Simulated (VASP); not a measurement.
Crystal: CO.

```xyz
8
Lattice="5.9526 0.0000 0.0000 0.0000 5.9526 0.0000 0.0000 0.0000 5.9526" Properties=species:S:1:pos:R:3 pbc="T T T"
C     5.7422    5.7422    5.7422
C     3.1868    0.2104    2.7659
C     2.7659    3.1868    0.2104
C     0.2104    2.7659    3.1868
O     0.4435    0.4435    0.4435
O     2.5328    5.5091    3.4199
O     3.4199    2.5328    5.5091
O     5.5091    3.4199    2.5328
```

| Item | Value |
| --- | --- |
| Program | VASP 6.6.1 |
| Task | relaxation of cell and atoms |
| Functional | PBEsol |
| Potentials or basis | VASP PAW PBE potentials, release 64 (C, O) |
| Cutoff | 600 eV |
| k mesh | 4 × 4 × 4 |
| Occupations | gaussian, width 0.02 eV |
| Spin | no spin polarisation |

At the start: pressure 1.0 GPa; volume 26.37 Å³/atom.

How do energy, volume and symmetry change on relaxing?

Over 38 steps the energy falls by 4.2 meV/atom and the volume is 22.82 Å³/atom (-13.4 %); space group P2_13 (No. 198, to 0.1 Å) before and after.

The path:
| step | energy change (eV) | largest force (eV/Å) | pressure (GPa) | volume (Å³) |
| --- | --- | --- | --- | --- |
| 1 | 0.0000 | 1.0005 | 0.99 | 210.93 |
| 2 | 1.7432 | 7.9970 | -9.91 | 215.95 |
| 3 | -0.0162 | 0.0842 | -0.25 | 211.33 |
| 4 | -0.0163 | 0.0034 | -0.15 | 211.29 |
| 5 | -0.0163 | 0.0201 | -0.13 | 211.28 |
| 6 | -0.0168 | 0.0198 | -0.14 | 210.74 |
| 7 | -0.0184 | 0.0244 | -0.12 | 209.10 |
| 8 | -0.0213 | 0.0319 | -0.10 | 205.87 |
| 9 | -0.0265 | 0.0634 | -0.05 | 199.49 |
| 10 | -0.0327 | 0.1842 | 0.18 | 187.13 |
| 11 | -0.0098 | 0.6693 | 1.31 | 163.96 |
| 12 | -0.0307 | 0.4360 | 0.58 | 183.15 |
| 13 | -0.0307 | 0.4318 | 0.56 | 183.11 |
| 14 | -0.0309 | 0.4212 | 0.55 | 182.98 |
| 15 | -0.0311 | 0.4005 | 0.53 | 182.72 |
| 16 | -0.0316 | 0.3607 | 0.48 | 182.21 |
| 17 | -0.0324 | 0.2838 | 0.39 | 181.19 |
| 18 | -0.0331 | 0.1305 | 0.22 | 179.16 |
| 19 | -0.0331 | 0.1200 | 0.20 | 179.04 |
| 20 | -0.0331 | 0.1010 | 0.18 | 178.80 |
| 21 | -0.0331 | 0.1095 | 0.19 | 178.88 |
| 22 | -0.0332 | 0.1054 | 0.18 | 179.06 |
| 23 | -0.0334 | 0.0901 | 0.15 | 179.58 |
| 24 | -0.0337 | 0.0630 | 0.10 | 180.63 |
| 25 | -0.0339 | 0.0102 | 0.00 | 182.74 |
| 26 | -0.0339 | 0.0199 | 0.02 | 182.32 |
| 27 | -0.0339 | 0.0201 | 0.03 | 182.39 |
| 28 | -0.0339 | 0.0164 | 0.02 | 182.56 |
| 29 | -0.0339 | 0.0136 | 0.02 | 182.65 |
| 30 | -0.0339 | 0.0051 | 0.01 | 182.57 |
| 31 | -0.0339 | 0.0060 | 0.02 | 182.58 |
| 32 | -0.0339 | 0.0112 | 0.01 | 182.62 |
| 33 | -0.0339 | 0.0101 | 0.00 | 182.60 |
| 34 | -0.0339 | 0.0083 | 0.01 | 182.59 |
| 35 | -0.0339 | 0.0075 | 0.01 | 182.58 |
| 36 | -0.0339 | 0.0072 | 0.01 | 182.58 |
| 37 | -0.0339 | 0.0070 | 0.01 | 182.58 |
| 38 | -0.0339 | 0.0036 | 0.01 | 182.60 |

Final structure:
```
CELL_PARAMETERS angstrom
5.67326 0.00000 0.00000
0.00000 5.67326 0.00000
0.00000 0.00000 5.67326
ATOMIC_POSITIONS crystal
C 0.96174 0.96174 0.96174
C 0.53826 0.03826 0.46174
C 0.46174 0.53826 0.03826
C 0.03826 0.46174 0.53826
O 0.07784 0.07784 0.07784
O 0.42216 0.92216 0.57784
O 0.57784 0.42216 0.92216
O 0.92216 0.57784 0.42216
```

Caveat: this functional lacks dispersion, which holds the molecules together, so the pressure and a relaxed volume are unreliable; the PAW data sets were made with another functional, which shifts forces and pressure a little.
